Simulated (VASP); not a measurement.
# Nb in VASP: further runs

Runs on Nb. Level: PBEsol. Tasks: single point.

All numbers are computed with VASP 6.6.1; they aren't measurements. Logs are shortened: lines on timing, memory, paths and dates and some standing lists are left out, and cuts for length are marked.

### Step 1. The cell of the first run

The structure is cubic, space group Fm-3m (No. 225). The conventional cell has a = 4.167 Å, b = 4.167 Å, c = 4.167 Å, α = 90.00°, β = 90.00°, γ = 90.00°. Nb (site symmetry m-3m) has 12 Nb at 2.95 Å within 3.9 Å.

### Step 2. Single point, PBEsol (strain -0.015 along x and y, -0.015 along z)

INCAR

```
SYSTEM = Nb
ALGO     = Normal         ! electronic algorithm
EDIFF    = 1E-7           ! SCF threshold, eV
ENCUT    = 520            ! plane-wave cutoff, eV
GGA      = PS             ! functional
ISIF     = 2              ! what is computed and relaxed
ISMEAR   = 0              ! smearing method
LASPH    = .True.         ! aspherical terms in the spheres
LCHARG   = .False.        ! write CHGCAR
LREAL    = .False.        ! projectors in reciprocal space
LWAVE    = .False.        ! write WAVECAR
NBANDS   = 12             ! bands
NELM     = 60             ! most SCF steps
PREC     = Accurate       ! precision mode
SIGMA    = 0.15           ! smearing width, eV
```

KPOINTS

```
k-points
0
Gamma
  20 20 20
  0 0 0
```

POSCAR

```
Nb
1.0
    0.0000000000      2.0832750000      2.0832750000
    2.0832750000      0.0000000000      2.0832750000
    2.0832750000      2.0832750000      0.0000000000
Nb
1
Direct
    0.0000000000      0.0000000000      0.0000000000
```

Potentials or basis: VASP PAW PBE potentials, release 64 (Nb_sv).

On the command line:

```bash
$ cat potpaw_PBE.64/Nb_sv/POTCAR > POTCAR
$ mpirun -np 1 vasp_std > vasp.out
```

OUTCAR:

```text
SYSTEM = Nb
   EDIFF = 1E-7
   ENCUT = 520
   GGA = PS
   ISIF = 2
   ISMEAR = 0
   LASPH = .True.
   LREAL = .False.
   NELM = 60
   PREC = Accurate

 ion  position               nearest neighbor table
   1  0.000  0.000  0.000-

  LATTYP: Found a face centered cubic cell.
 ALAT       =     4.1665500000

  Lattice vectors:

 A1 = (   0.0000000000,   2.0832750000,   2.0832750000)
 A2 = (   2.0832750000,   0.0000000000,   2.0832750000)
 A3 = (   2.0832750000,   2.0832750000,   0.0000000000)

Analysis of symmetry for initial positions (statically):
=====================================================================
 Subroutine PRICEL returns:
 Original cell was already a primitive cell.

 Routine SETGRP: Setting up the symmetry group for a
 face centered cubic supercell.

 Subroutine GETGRP returns: Found 48 space group operations
 (whereof 48 operations were pure point group operations)
 out of a pool of 48 trial point group operations.

The static configuration has the point symmetry O_h .

Analysis of symmetry for dynamics (positions and initial velocities):
=====================================================================
 Subroutine PRICEL returns:
 Original cell was already a primitive cell.

 Routine SETGRP: Setting up the symmetry group for a
 face centered cubic supercell.

 Subroutine GETGRP returns: Found 48 space group operations
 (whereof 48 operations were pure point group operations)
 out of a pool of 48 trial point group operations.

The dynamic configuration has the point symmetry O_h .

 Subroutine INISYM returns: Found 48 space group operations
 (whereof 48 operations are pure point group operations),
 and found     1 'primitive' translations

----------------------------------------------------------------------------------------

                                     Primitive cell

  volume of cell :      18.0830

  direct lattice vectors                    reciprocal lattice vectors
     0.000000000  2.083275000  2.083275000    -0.240006720  0.240006720  0.240006720
     2.083275000  0.000000000  2.083275000     0.240006720 -0.240006720  0.240006720
     2.083275000  2.083275000  0.000000000     0.240006720  0.240006720 -0.240006720

  length of vectors
     2.946195759  2.946195759  2.946195759     0.415703834  0.415703834  0.415703834

  position of ions in fractional coordinates (direct lattice)
     0.000000000  0.000000000  0.000000000

  ion indices of the primitive-cell ions
   primitive index   ion index
                 1           1

----------------------------------------------------------------------------------------

 KPOINTS: k-points

Automatic generation of k-mesh.
 Grid dimensions read from file:
 generate k-points for:   20   20   20

 Generating k-lattice:

  Cartesian coordinates                     Fractional coordinates (reciprocal lattice)
    -0.012000336  0.012000336  0.012000336     0.050000000  0.000000000  0.000000000
     0.012000336 -0.012000336  0.012000336     0.000000000  0.050000000  0.000000000
     0.012000336  0.012000336 -0.012000336     0.000000000  0.000000000  0.050000000

  Length of vectors
     0.020785192  0.020785192  0.020785192

  Shift w.r.t. Gamma in fractional coordinates (k-lattice)
     0.000000000  0.000000000  0.000000000

 Subroutine IBZKPT returns following result:
 ===========================================

 Found    256 irreducible k-points:

 Following reciprocal coordinates:
            Coordinates               Weight
  0.000000  0.000000  0.000000      1.000000
  0.050000  0.000000  0.000000      8.000000
  0.100000  0.000000  0.000000      8.000000
  0.150000  0.000000  0.000000      8.000000
  0.200000  0.000000  0.000000      8.000000
  0.250000  0.000000  0.000000      8.000000
[... 16 lines left out ...]
 -0.400000  0.050000  0.000000     24.000000
 -0.350000  0.050000  0.000000     24.000000
 [... further k-points ...]
   k-points           NKPTS =    256   k-points in BZ     NKDIM =    256   number of bands    NBANDS=     12
   number of dos      NEDOS =    301   number of ions     NIONS =      1
   total plane-waves  NPLWV =  13824
   dimension x,y,z NGX =    24 NGY =   24 NGZ =   24
   dimension x,y,z NGXF=    48 NGYF=   48 NGZF=   48
   ions per type =               1
   NGX,Y,Z   is equivalent  to a cutoff of  13.54, 13.54, 13.54 a.u.
   NGXF,Y,Z  is equivalent  to a cutoff of  27.09, 27.09, 27.09 a.u.
 SYSTEM =  Nb
   PREC   = accura    normal or accurate (medium, high low for compatibility)
   ISTART =      0    job   : 0-new  1-cont  2-samecut
   ICHARG =      2    charge: 1-file 2-atom 10-const
   ISPIN  =      1    spin polarized calculation?
   LNONCOLLINEAR =      F non collinear calculations
   LSORBIT =      F    spin-orbit coupling
   LASPH  =      T    aspherical Exc in radial PAW
   ENCUT  =  520.0 eV  38.22 Ry    6.18 a.u.   5.48  5.48  5.48*2*pi/ulx,y,z
   NELM   =     60;   NELMIN=  2; NELMDL= -5     # of ELM steps
   EDIFF  = 0.1E-06   stopping-criterion for ELM
   LREAL  =      F    real-space projection
   EDIFFG = 0.1E-05   stopping-criterion for IOM
   NSW    =      0    number of steps for IOM
   IBRION =     -1    ionic relax: 0-MD 1-quasi-New 2-CG
   NFREE  =      0    steps in history (QN), initial steepest desc. (CG)
   ISIF   =      2    stress and relaxation
   ISYM   =      2    0-nonsym 1-usesym 2-fastsym
   POTIM  = 0.5000    time-step for ionic-motion
   TEBEG  =    0.0;   TEEND  =   0.0 temperature during run
   PSTRESS=    0.0 pullay stress
   NELECT =      13.0000    total number of electrons
   NUPDOWN=      -1.0000    fix difference up-down
   EMIN   =  10.00;   EMAX   =-10.00  energy-range for DOS
   EFERMI =   0.00;   METHOD = LEGACY
   ISMEAR =     0;   SIGMA  =   0.15  broadening in eV -4-tet -1-fermi 0-gaus
   EFERMI_NEDOS =   21; number of points for ismear=-14 and -15
   IALGO  =     38    algorithm
   IMIX   =      4    mixing-type and parameters
     AMIX     =   0.40;   BMIX     =  1.00
     AMIX_MAG =   1.60;   BMIX_MAG =  1.00
  volume/ion in A,a.u.               =      18.08       122.03
  Fermi-wavevector in a.u.,A,eV,Ry     =   1.466558  2.771393 29.263321  2.150793
  Thomas-Fermi vector in A             =   2.582281
   LORBIT       =      0    0 simple, 1 ext, 2 COOP (PROOUT), +10 PAW based schemes
   GGA     = PS    functional components
   LHFCALC =     F    Hartree Fock is set to
   AEXX    =    0.0000 exact exchange contribution
   IVDW    =     0    specifies the selected vdW correction
   LEPSILON=     F    determine dielectric tensor
   LRPA    =     F    only Hartree local field effects (RPA)
 non-spin polarized calculation
 Gauss-broadening in eV      SIGMA  =   0.15
  energy-cutoff  :      520.00
  volume of cell :       18.08
 maximum number of plane-waves:       531
 NGX is ok and might be reduce to    24
   NGX = 11   NGY = 11   NGZ = 11

 number of electron      13.0000000 magnetization

 Free energy of the ion-electron system (eV)
  ---------------------------------------------------
  ext. energy  EPLUGINS =         0.00000000
  ---------------------------------------------------
  free energy    TOTEN  =       -10.61407847 eV

  energy without entropy =      -10.59747557  energy(sigma->0) =      -10.60577702

 E-fermi :  11.3615     XC(G=0): -12.6108

 val. band max:       11.3609661558   @ k =   0.4000   0.0000   0.0000
 cond. band min:      11.3763496901   @ k =  -0.4000   0.0500   0.0000
 fundamental gap:      0.0153835344
 Fermi energy:        11.3614639529

 k-point     1 :       0.0000    0.0000    0.0000
  band No.  band energies     occupation
      1     -43.2946      2.00000
      2     -18.6281      2.00000
      3     -18.6281      2.00000
      4     -18.6281      2.00000
      5       5.0151      2.00000
      6      11.4348      0.48932
      7      11.4348      0.48932
      8      11.4348      0.48932
      9      14.1664      0.00000
     10      14.1664      0.00000
     11      23.2260      0.00000
     12      28.1296      0.00000

 k-point     2 :       0.0500    0.0000    0.0000
  band No.  band energies     occupation
      1     -43.2892      2.00000
      2     -18.6637      2.00000
      3     -18.6325      2.00000
      4     -18.6325      2.00000
      5       5.1134      2.00000
      6      11.3563      1.03855
      7      11.4808      0.26070
      8      11.4808      0.26070
      9      14.1234      0.00000
     10      14.1234      0.00000
     11      23.4268      0.00000
     12      27.7020      0.00000

 k-point     3 :       0.1000    0.0000    0.0000
  band No.  band energies     occupation
      1     -43.2733      2.00000
      2     -18.7660      2.00000
      3     -18.6450      2.00000
      4     -18.6450      2.00000
      5       5.3977      2.00000
      6      11.1494      1.95446
      7      11.6044      0.02197
      8      11.6044      0.02197
      9      14.0195      0.00000
     10      14.0195      0.00000
     11      23.9808      0.00000
     12      26.8092      0.00000
[... 286 lines left out ...]
 k-point    23 :      -0.4000    0.0500    0.0000
  band No.  band energies     occupation
      1     -43.0801      2.00000
      2     -19.8842      2.00000
      3     -18.8239      2.00000
      4     -18.7867      2.00000
      5       7.4756      2.00000
      6      11.2131      1.83808
      7      11.3763      0.88839
      8      12.1662      0.00000
      9      15.6495      0.00000
     10      16.2939      0.00000
     11      22.3508      0.00000
     12      24.1822      0.00000

 k-point    24 :      -0.3500    0.0500    0.0000
  band No.  band energies     occupation
      1     -43.1027      2.00000
      2     -19.7607      2.00000
      3     -18.8110      2.00000
      4     -18.7650      2.00000
      5       7.4760      2.00000
      6      11.3526      1.06679
      7      11.5050      0.17586
      8      11.5348      0.10217
      9      15.0838      0.00000
     10      15.8599      0.00000
     11      22.6334      0.00000
     12      25.3488      0.00000

 [... further k-points ...]
[... 5 lines left out ...]
  --------------------------------------------------------------------------------------
  -------------------------------------------------------------------------------------
  Total        0.0167796      0.0167796      0.0167796     -0.0000000     -0.0000000      0.0000000
  in kB        1.4866950      1.4866950      1.4866950     -0.0000000     -0.0000000      0.0000000
  external PRESSURE =       1.4866950 kB  Pullay stress =       0.0000000 kB

 VOLUME and BASIS-vectors are now :
 -----------------------------------------------------------------------------
  energy-cutoff  :      520.00
  volume of cell :       18.08
      direct lattice vectors                 reciprocal lattice vectors
     0.000000000  2.083275000  2.083275000    -0.240006720  0.240006720  0.240006720
     2.083275000  0.000000000  2.083275000     0.240006720 -0.240006720  0.240006720
     2.083275000  2.083275000  0.000000000     0.240006720  0.240006720 -0.240006720

 POSITION                                       TOTAL-FORCE (eV/Angst)
 -----------------------------------------------------------------------------------
      0.00000      0.00000      0.00000         0.000000      0.000000      0.000000
 -----------------------------------------------------------------------------------
    total drift:                               -0.000000     -0.000000      0.000000

  FREE ENERGIE OF THE ION-ELECTRON SYSTEM (eV)
  ---------------------------------------------------
  free  energy   TOTEN  =       -10.6140784651 eV

  energy  without entropy=      -10.5974755692  energy(sigma->0) =      -10.60577702
```

Wall time 59 s (1 thread of Intel Xeon 8259CL, shared host); peak memory 0.18 GiB.

Results:

| Item | Value |
| --- | --- |
| Free energy | -10.6141 eV |
| Pressure | 0.1 GPa |

Caveat: the cell differs from its parent crystal (strain -0.015 along x and y, -0.015 along z); the PAW data sets were made with another functional, which shifts forces and pressure a little.

### Step 3. Single point, PBEsol (strain -0.015 along x and y, +0.015 along z)

INCAR

```
SYSTEM = Nb
PREC = Accurate
ENCUT = 520
EDIFF = 1E-7
ISMEAR = 0
SIGMA = 0.15
LREAL = .False.
LASPH = .True.
NELM = 80
ALGO = Fast
ISIF = 2
LWAVE = .False.
LCHARG = .False.
GGA = PS
NBANDS = 12
```

KPOINTS

```
regular mesh
0
Gamma
  20 20 20
  0 0 0
```

POSCAR

```
Nb
1.0
    0.0000000000      2.0832750000      2.1467250000
    2.0832750000      0.0000000000      2.1467250000
    2.0832750000      2.0832750000      0.0000000000
Nb
1
Direct
    0.0000000000      0.0000000000      0.0000000000
```

Potentials or basis: VASP PAW PBE potentials, release 64 (Nb_sv).

On the command line:

```bash
$ cat potpaw_PBE.64/Nb_sv/POTCAR > POTCAR
$ mpirun -np 1 vasp_std > vasp.out
```

It took 6.3 min on 1 thread of Intel Xeon 8259CL, shared host; peak memory 0.26 GiB.

It converged, with:

```
Free energy : -10.6156 eV
Pressure    : -5.0 GPa
```

Stress tensor (GPa, compression positive):
```
-7.56  0.00  0.00
 0.00 -7.56  0.00
 0.00  0.00  0.08
```

Levels at points of the mesh, in eV from the Fermi level:
```
           k point  band 4  band 5  band 6  band 7  band 8  band 9
(0.00, 0.00, 0.00)  -30.07   -6.27   -0.13    0.23    0.23    2.47
(0.50, 0.00, 0.00)  -30.21   -3.87   -0.28    0.10    1.40    4.62
(0.50, 0.50, 0.00)  -30.47   -4.10   -3.31    3.27    4.72    5.29
(0.50, 0.00, 0.50)  -30.49   -4.11   -3.37    3.80    4.67    5.12
```

Caveat: the cell differs from its parent crystal (strain -0.015 along x and y, +0.015 along z); the PAW data sets were made with another functional, which shifts forces and pressure a little.

### Step 4. Single point, PBEsol (strain +0.030 along x and y, +0.000 along z)

INCAR

```
SYSTEM = Nb
PREC     = Accurate       ! precision mode
ENCUT    = 520            ! plane-wave cutoff, eV
EDIFF    = 1E-7           ! SCF threshold, eV
ISMEAR   = 0              ! smearing method
SIGMA    = 0.15           ! smearing width, eV
LREAL    = .FALSE.        ! projectors in reciprocal space
LASPH    = .TRUE.         ! aspherical terms in the spheres
NELM     = 100            ! most SCF steps
ALGO     = Fast           ! electronic algorithm
ISIF     = 2              ! what is computed and relaxed
LWAVE    = .FALSE.        ! write WAVECAR
LCHARG   = .FALSE.        ! write CHGCAR
GGA      = PS             ! functional
NBANDS   = 12             ! bands
```

KPOINTS

```
Automatic mesh
0
G
  20 20 20
  0 0 0
```

POSCAR

```
Nb
1.0
    0.0000000000      2.1784500000      2.1150000000
    2.1784500000      0.0000000000      2.1150000000
    2.1784500000      2.1784500000      0.0000000000
Nb
1
Direct
    0.0000000000      0.0000000000      0.0000000000
```

On the command line:

```bash
$ cat potpaw_PBE.64/Nb_sv/POTCAR > POTCAR
$ mpirun -np 1 vasp_std > vasp.out
```

Run time: 5.9 min. Hardware: 1 thread of Intel Xeon 8259CL, shared host; peak memory 0.26 GiB.

Results (log left out):

```yaml
Free_energy: -10.5233 eV
Pressure: -15.1 GPa
```

Stress tensor (GPa, compression positive):
```
-13.02   0.00   0.00
  0.00 -13.02   0.00
  0.00   0.00 -19.38
```

Levels at points of the mesh, in eV from the Fermi level:
```csv
k point,band 4,band 5,band 6,band 7,band 8,band 9
"(0.00, 0.00, 0.00)",-30.29,-6.07,0.05,0.05,0.36,2.29
"(0.50, 0.00, 0.00)",-30.40,-3.59,-0.19,0.16,1.15,4.20
"(0.50, 0.50, 0.00)",-30.67,-3.71,-3.03,3.55,4.26,4.82
"(0.50, 0.00, 0.50)",-30.59,-3.71,-2.97,3.05,4.26,4.66
```

Caveat: the cell differs from its parent crystal (strain +0.030 along x and y, +0.000 along z); the PAW data sets were made with another functional, which shifts forces and pressure a little.

### Step 5. The runs side by side

```csv
cell,gap on the mesh (eV),pressure (GPa)
"a = 2.946 Å, angles 60.0°, 1 atom",none,0.1
"a = 2.991, b = 2.991, c = 2.946 Å, angles 60.5, 60.5, 59.0°, 1 atom",none,-5.0
"a = 3.036, b = 3.036, c = 3.081 Å, angles 59.5, 59.5, 61.0°, 1 atom",none,-15.1
```

Alike in all rows: task single point; level PBEsol; potentials or basis VASP PAW PBE potentials, release 64 (Nb_sv); no spin polarisation; k mesh 20 × 20 × 20; cutoff (eV) 520; smearing gaussian 0.15 eV.

Caveats: the PAW data sets were made with another functional, which shifts forces and pressure a little.

Absolute energies hang on the potentials; compare differences alone.
